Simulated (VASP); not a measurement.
# Ir8CO in VASP: single point with PBE

Aim: the single point of Ir8CO with PBE.

All numbers are computed with VASP 6.6.1; they aren't measurements. Logs are shortened: lines on timing, memory, paths and dates and some standing lists are left out, and cuts for length are marked.

## 1. The cell of the first run

The cell holds a slab with vacuum, 10 atoms: a = 5.474 Å, b = 2.737 Å, c = 26.854 Å, α = 90.00°, β = 90.00°, γ = 120.00°.

## 2. Single point, PBE

Contents of INCAR:

```
  PREC = Accurate
  ENCUT = 520
  EDIFF = 1E-7
  ISMEAR = 0
  SIGMA = 0.1
  LREAL = F
  LASPH = T
  NELM = 100
  ALGO = Normal
  ISIF = 2
  LWAVE = F
  LCHARG = F
  LDIPOL = T
  IDIPOL = 3
  DIPOL = 0.5 0.5 0.483
  GGA = PE
  NBANDS = 52
```

Contents of KPOINTS:

```
regular mesh
0
Gamma
  6 12 1
```

Contents of POSCAR:

```
Ir8CO
1.0
    5.4739412011      0.0000000000      0.0000000000
   -1.3684853003      2.3702860695      0.0000000000
    0.0000000000      0.0000000000     26.8541814123
Ir C O
8 1 1
Direct
    0.3333333333      0.3333333333      0.3165242638
    0.8333333333      0.3333333333      0.3165242638
    0.6666666667      0.6666666667      0.3997413651
    0.1666666667      0.6666666667      0.3997413651
    0.0000896441      0.0000896441      0.4816009197
    0.4997093779     -0.0002906221      0.4812958379
    0.3314272921      0.3314272921      0.5622321216
    0.8281491524      0.3281491524      0.5721705957
   -0.1634601127     -0.1634601127      0.6288187092
   -0.1556836321     -0.1556836321      0.6724322024
```

Potentials or basis: VASP PAW PBE potentials, release 64 (Ir, C, O).

Command:

```sh
$ cat potpaw_PBE.64/Ir/POTCAR potpaw_PBE.64/C/POTCAR potpaw_PBE.64/O/POTCAR > POTCAR
$ mpirun -np 1 vasp_std > vasp.out
```

OUTCAR:

```text
PREC = Accurate
   ENCUT = 520
   EDIFF = 1E-7
   ISMEAR = 0
   LREAL = F
   LASPH = T
   NELM = 100
   ISIF = 2
   GGA = PE

 ion  position               nearest neighbor table
   1  0.333  0.333  0.317-   4 2.74   4 2.74   3 2.74   2 2.74   2 2.74   2 2.74   2 2.74
   2  0.833  0.333  0.317-   3 2.74   3 2.74   4 2.74   1 2.74   1 2.74   1 2.74   1 2.74
   3  0.667  0.667  0.400-   6 2.70   6 2.70   5 2.71   2 2.74   2 2.74   1 2.74   4 2.74   4 2.74
                             4 2.74   4 2.74
   4  0.167  0.667  0.400-   6 2.70   5 2.71   5 2.71   1 2.74   1 2.74   2 2.74   3 2.74   3 2.74
                             3 2.74   3 2.74
   5  0.000  0.000  0.482-   7 2.68   4 2.71   4 2.71   3 2.71   6 2.74   6 2.74   6 2.74   6 2.74
                             8 2.91   8 2.91
   6  0.500  1.000  0.481-   7 2.69   7 2.69   4 2.70   3 2.70   3 2.70   5 2.74   5 2.74   5 2.74
                             5 2.74   8 2.89
   7  0.331  0.331  0.562-   5 2.68   6 2.69   6 2.69   8 2.74   8 2.74   8 2.76   8 2.76
   8  0.828  0.328  0.572-   9 2.05   9 2.05   7 2.74   7 2.74   7 2.76   7 2.76   6 2.89   5 2.91
                             5 2.91
   9  0.837  0.837  0.629-  10 1.17   8 2.05   8 2.05
  10  0.844  0.844  0.672-   9 1.17

  Warning from LATTYP: Monoclinic adjustment (A1->A3, A2->A1, A3->A2)!
  LATTYP: Found a simple orthorhombic cell.
 ALAT       =     2.7369706006
 B/A-ratio  =     1.7320508075
 C/A-ratio  =     9.8116440881

  Lattice vectors:

 A1 = (   1.3684853003,  -2.3702860695,   0.0000000000)
 A2 = (   4.1054559008,   2.3702860695,   0.0000000000)
 A3 = (   0.0000000000,   0.0000000000,  26.8541814123)

Analysis of symmetry for initial positions (statically):
=====================================================================
 Subroutine PRICEL returns:
 Original cell was already a primitive cell.

 Routine SETGRP: Setting up the symmetry group for a
 simple orthorhombic supercell.

 Subroutine GETGRP returns: Found  2 space group operations
 (whereof  2 operations were pure point group operations)
 out of a pool of  8 trial point group operations.

The static configuration has the point symmetry C_1h.

Analysis of symmetry for dynamics (positions and initial velocities):
=====================================================================
 Subroutine PRICEL returns:
 Original cell was already a primitive cell.

 Routine SETGRP: Setting up the symmetry group for a
 simple orthorhombic supercell.

 Subroutine GETGRP returns: Found  2 space group operations
 (whereof  2 operations were pure point group operations)
 out of a pool of  8 trial point group operations.

The dynamic configuration has the point symmetry C_1h.

 Subroutine INISYM returns: Found  2 space group operations
 (whereof  2 operations are pure point group operations),
 and found     1 'primitive' translations

----------------------------------------------------------------------------------------

                                     Primitive cell

  volume of cell :     348.4278

  direct lattice vectors                    reciprocal lattice vectors
     5.473941201  0.000000000  0.000000000     0.182683731  0.105472501  0.000000000
    -1.368485300  2.370286070  0.000000000     0.000000000  0.421890004  0.000000000
     0.000000000  0.000000000 26.854181412     0.000000000  0.000000000  0.037238149

  length of vectors
     5.473941201  2.736970601 26.854181412     0.210945002  0.421890004  0.037238149

  position of ions in fractional coordinates (direct lattice)
     0.333333333  0.333333333  0.316524264
     0.833333333  0.333333333  0.316524264
     0.666666667  0.666666667  0.399741365
     0.166666667  0.666666667  0.399741365
     0.000089644  0.000089644  0.481600920
     0.499709378  0.999709378  0.481295838
     0.331427292  0.331427292  0.562232122
     0.828149152  0.328149152  0.572170596
     0.836539887  0.836539887  0.628818709
     0.844316368  0.844316368  0.672432202

  ion indices of the primitive-cell ions
   primitive index   ion index
                 1           1
                 2           2
                 3           3
                 4           4
                 5           5
                 6           6
                 7           7
                 8           8
                 9           9
                10          10

----------------------------------------------------------------------------------------

 KPOINTS: regular mesh

Automatic generation of k-mesh.
 Grid dimensions read from file:
 generate k-points for:    6   12    1

 Generating k-lattice:

  Cartesian coordinates                     Fractional coordinates (reciprocal lattice)
     0.030447288  0.017578750  0.000000000     0.166666667  0.000000000  0.000000000
     0.000000000  0.035157500  0.000000000     0.000000000  0.083333333  0.000000000
     0.000000000  0.000000000  0.037238149     0.000000000  0.000000000  1.000000000

  Length of vectors
     0.035157500  0.035157500  0.037238149

  Shift w.r.t. Gamma in fractional coordinates (k-lattice)
     0.000000000  0.000000000  0.000000000

 Subroutine IBZKPT returns following result:
 ===========================================

 Found     25 irreducible k-points:

 Following reciprocal coordinates:
            Coordinates               Weight
  0.000000  0.000000  0.000000      1.000000
  0.166667 -0.000000  0.000000      2.000000
  0.333333 -0.000000  0.000000      2.000000
  0.500000  0.000000  0.000000      1.000000
  0.000000  0.083333  0.000000      4.000000
  0.166667  0.083333  0.000000      4.000000
[... 16 lines left out ...]
  0.166667  0.500000  0.000000      2.000000
  0.333333  0.500000  0.000000      2.000000
   k-points           NKPTS =     25   k-points in BZ     NKDIM =     25   number of bands    NBANDS=     52
   number of dos      NEDOS =    301   number of ions     NIONS =     10
   total plane-waves  NPLWV = 168000
   dimension x,y,z NGX =    42 NGY =   20 NGZ =  200
   dimension x,y,z NGXF=    84 NGYF=   40 NGZF=  400
   ions per type =               8   1   1
   NGX,Y,Z   is equivalent  to a cutoff of  12.76, 12.15, 12.38 a.u.
   NGXF,Y,Z  is equivalent  to a cutoff of  25.51, 24.30, 24.76 a.u.
 SYSTEM =  unknown system
   PREC   = accura    normal or accurate (medium, high low for compatibility)
   ISTART =      0    job   : 0-new  1-cont  2-samecut
   ICHARG =      2    charge: 1-file 2-atom 10-const
   ISPIN  =      1    spin polarized calculation?
   LNONCOLLINEAR =      F non collinear calculations
   LSORBIT =      F    spin-orbit coupling
   LASPH  =      T    aspherical Exc in radial PAW
   ENCUT  =  520.0 eV  38.22 Ry    6.18 a.u.  10.18  5.09 49.93*2*pi/ulx,y,z
   NELM   =    100;   NELMIN=  2; NELMDL= -5     # of ELM steps
   EDIFF  = 0.1E-06   stopping-criterion for ELM
   LREAL  =      F    real-space projection
   EDIFFG = 0.1E-05   stopping-criterion for IOM
   NSW    =      0    number of steps for IOM
   IBRION =     -1    ionic relax: 0-MD 1-quasi-New 2-CG
   NFREE  =      0    steps in history (QN), initial steepest desc. (CG)
   ISIF   =      2    stress and relaxation
   ISYM   =      2    0-nonsym 1-usesym 2-fastsym
   POTIM  = 0.5000    time-step for ionic-motion
   TEBEG  =    0.0;   TEEND  =   0.0 temperature during run
   PSTRESS=    0.0 pullay stress
   NELECT =      82.0000    total number of electrons
   NUPDOWN=      -1.0000    fix difference up-down
   EMIN   =  10.00;   EMAX   =-10.00  energy-range for DOS
   EFERMI =   0.00;   METHOD = LEGACY
   ISMEAR =     0;   SIGMA  =   0.10  broadening in eV -4-tet -1-fermi 0-gaus
   EFERMI_NEDOS =   21; number of points for ismear=-14 and -15
   IALGO  =     38    algorithm
   IMIX   =      4    mixing-type and parameters
     AMIX     =   0.40;   BMIX     =  1.00
     AMIX_MAG =   1.60;   BMIX_MAG =  1.00
  volume/ion in A,a.u.               =      34.84       235.13
  Fermi-wavevector in a.u.,A,eV,Ry     =   1.010746  1.910032 13.899802  1.021607
  Thomas-Fermi vector in A             =   2.143753
   LORBIT       =      0    0 simple, 1 ext, 2 COOP (PROOUT), +10 PAW based schemes
   GGA     = PE    functional components
   LHFCALC =     F    Hartree Fock is set to
   AEXX    =    0.0000 exact exchange contribution
   IVDW    =     0    specifies the selected vdW correction
   LEPSILON=     F    determine dielectric tensor
   LRPA    =     F    only Hartree local field effects (RPA)
 non-spin polarized calculation
 Gauss-broadening in eV      SIGMA  =   0.10
  energy-cutoff  :      520.00
  volume of cell :      348.43
 maximum number of plane-waves:      9446
 NGX is ok and might be reduce to    42
   NGX = 21   NGY = 11   NGZ = 99

 dipolmoment           0.000000      0.000000     -0.942958 electrons x Angstroem

 number of electron      81.9999993 magnetization

 dipolmoment           0.000000      0.000000      0.098655 electrons x Angstroem

 Free energy of the ion-electron system (eV)
  ---------------------------------------------------
  ext. energy  EPLUGINS =         0.00000000
  ---------------------------------------------------
  free energy    TOTEN  =       -83.44587454 eV

  energy without entropy =      -83.40410091  energy(sigma->0) =      -83.42498773

 E-fermi :  -0.3391     XC(G=0):  -5.8494

 val. band max:       -0.3393952418   @ k =  -0.3333   0.2500   0.0000
 cond. band min:      -0.3124636750   @ k =   0.0000   0.0833   0.0000
 fundamental gap:      0.0269315668
 Fermi energy:        -0.3391343716

 k-point     1 :       0.0000    0.0000    0.0000
  band No.  band energies     occupation
      1     -23.0114      2.00000
      2     -11.4821      2.00000
      3     -10.4187      2.00000
      4      -8.8553      2.00000
      5      -7.9217      2.00000
      6      -7.7433      2.00000
[... 44 lines left out ...]
     51       1.6602      0.00000
     52       2.6697      0.00000
[... 1263 lines left out ...]
     51       3.5041      0.00000
     52       4.2828      0.00000

 [... further k-points ...]

------------------------ aborting loop because EDIFF is reached ----------------------------------------

 vacuum level on the upper side and lower side of the slab       (xc-potential included)         0.536        -0.827

  FORCE on cell =-STRESS in cart. coord.  units (eV):
  Direction    XX          YY          ZZ          XY          YZ          ZX
  --------------------------------------------------------------------------------------
  -------------------------------------------------------------------------------------
  Total       -5.2988456     -5.3892685     -0.7233648      0.0783086     -0.0207482     -0.0359340
  in kB      -24.3657079    -24.7815002     -3.3262522      0.3600867     -0.0954067     -0.1652357
  external PRESSURE =     -17.4911534 kB  Pullay stress =       0.0000000 kB

 VOLUME and BASIS-vectors are now :
 -----------------------------------------------------------------------------
  energy-cutoff  :      520.00
  volume of cell :      348.43
      direct lattice vectors                 reciprocal lattice vectors
     5.473941201  0.000000000  0.000000000     0.182683731  0.105472501  0.000000000
    -1.368485300  2.370286070  0.000000000     0.000000000  0.421890004  0.000000000
     0.000000000  0.000000000 26.854181412     0.000000000  0.000000000  0.037238149

 POSITION                                       TOTAL-FORCE (eV/Angst)
 -----------------------------------------------------------------------------------
      1.36849      0.79010      8.50000        -0.012650     -0.007303      0.430809
      4.10546      0.79010      8.50000         0.024281      0.014018      0.436451
      2.73697      1.58019     10.73473         0.064152      0.037038     -0.219596
      0.00000      1.58019     10.73473        -0.071500     -0.041280     -0.725681
      0.00037      0.00021     12.93300         0.003487      0.002013      0.005591
      1.36729      2.36960     12.92481         0.000575      0.000332      0.010037
      1.36066      0.78558     15.09828        -0.003471     -0.002004      0.036374
      4.08417      0.77781     15.36517        -0.003438     -0.001985     -0.081318
      3.43438      1.98284     16.88641        -0.019575     -0.011302     -0.616992
      3.46630      2.00127     18.05762         0.018139      0.010473      0.724324
 -----------------------------------------------------------------------------------
    total drift:                               -0.000243     -0.000148      0.000005

  FREE ENERGIE OF THE ION-ELECTRON SYSTEM (eV)
  ---------------------------------------------------
  free  energy   TOTEN  =       -83.4458745439 eV

  energy  without entropy=      -83.4041009098  energy(sigma->0) =      -83.42498773

 vacuum level on the upper side and lower side of the slab         6.413         5.023
```

Wall time 39 min (1 thread of Intel Xeon Platinum 8488C (Sapphire Rapids), shared host); peak memory 0.64 GiB.

Results:

```yaml
Free_energy: -83.4459 eV
Largest_force: 0.730 eV/Å
Band_gap_on_the_k_mesh: zero (bands 41 and 42 overlap by 1.88 eV)
```

Forces in eV/Å, atoms in the order of the input:
```
Ir  -0.013 -0.007  0.431
Ir   0.024  0.014  0.436
Ir   0.064  0.037 -0.220
Ir  -0.071 -0.041 -0.726
Ir   0.003  0.002  0.006
Ir   0.001  0.000  0.010
Ir  -0.003 -0.002  0.036
Ir  -0.003 -0.002 -0.081
C   -0.020 -0.011 -0.617
O    0.018  0.010  0.724
```

Caveat: spin-orbit coupling is left out, which moves the levels of the heavy elements.

The gap in the log of VASP goes by the Fermi energy; the results here count the filled bands.